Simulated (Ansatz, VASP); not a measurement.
**CdS: VASP beside Ansatz**

The input INCAR:

```
SYSTEM = CdS
PREC = Accurate ; ENCUT = 520
EDIFF = 1E-7 ; ISMEAR = 0
SIGMA = 0.01 ; LREAL = .FALSE.
LASPH = .TRUE. ; NELM = 60
ALGO = Normal ; ISIF = 2
LWAVE = .FALSE. ; LCHARG = .FALSE.
GGA = PS ; NBANDS = 26
```

Contents of KPOINTS:

```
Automatic mesh
0
G
  6 6 4
  0 0 0
```

File POSCAR:

```
CdS
1.0
    4.1238590911      0.0000000000      0.0000000000
   -2.0619295456      3.5713667345      0.0000000000
    0.0000000000      0.0000000000      6.7097081234
Cd S
2 2
Direct
    0.3333333333      0.6666666667     -0.0007766900
    0.6666666667      0.3333333333      0.4992233100
    0.3333333333      0.6666666667      0.3757766900
    0.6666666667      0.3333333333      0.8757766900
```

Input for Ansatz:

```yaml
crystal:
  lattice:
    - [4.12385909109, 0.0, 0.0]
    - [-2.06192954555, 3.57136673451, 0.0]
    - [0.0, 0.0, 6.70970812336]
  atoms:
    - { symbol: Cd, position: [0.333333333333, 0.666666666667, -0.00077668998] }
    - { symbol: Cd, position: [0.666666666667, 0.333333333333, 0.49922331002] }
    - { symbol: S, position: [0.333333333333, 0.666666666667, 0.37577668998] }
    - { symbol: S, position: [0.666666666667, 0.333333333333, 0.87577668998] }
kpoints:
  mp_grid: { grid: [6, 6, 4] }
scf:
  occupations: { method: fixed }
hamiltonian:
  xc: pbesol
  pseudopotentials: { kind: paw }
output:
  forces: true
  stress: true
  eigenvalues: true
  eigenstates:
    nscf_kmesh: { grid: [10, 10, 6] }
    de_dk: true
    e_range: [-9, 11.09287523145]
  optics:
    e_range: [0, 30]
    de: 0.2
    sigma: 0.2
    bands: { spectra_wanted_up_to: 30 }
    nscf_kmesh: { grid: [10, 10, 6] }
checkpoint:
  write: ck
  write_wavefunctions: false
```

Alike in both runs: task single point; functional PBEsol; k mesh 6 × 6 × 4; no spin polarisation.

|  | VASP | Ansatz |
| --- | --- | --- |
| version | VASP 6.6.1 | Ansatz 0.2.0 |
| potentials or method | VASP PAW PBE potentials, release 64 (Cd, S) | PAW with Ansatz's default frozen-core files, scalar-relativistic |
| plane-wave cutoff (eV) | 520 | 420 |
| occupations | gaussian, width 0.01 eV | fixed |
| valence electrons in the cell | 36 | 52 |

Ansatz gave:

| Item | Value |
| --- | --- |
| gap on the k mesh at the Fermi level (eV) | 1.09 |
| pressure (GPa) | 0.0 |

Question: What did VASP give for the same quantities?

Answer: gap on the k mesh at the Fermi level (eV): 1.10; pressure (GPa): 0.4.

VASP's potentials were made for PBE, not for PBEsol. VASP's potentials hold 36 valence electrons a cell and Ansatz's 52, so a difference there can come from the potentials and not from the codes.
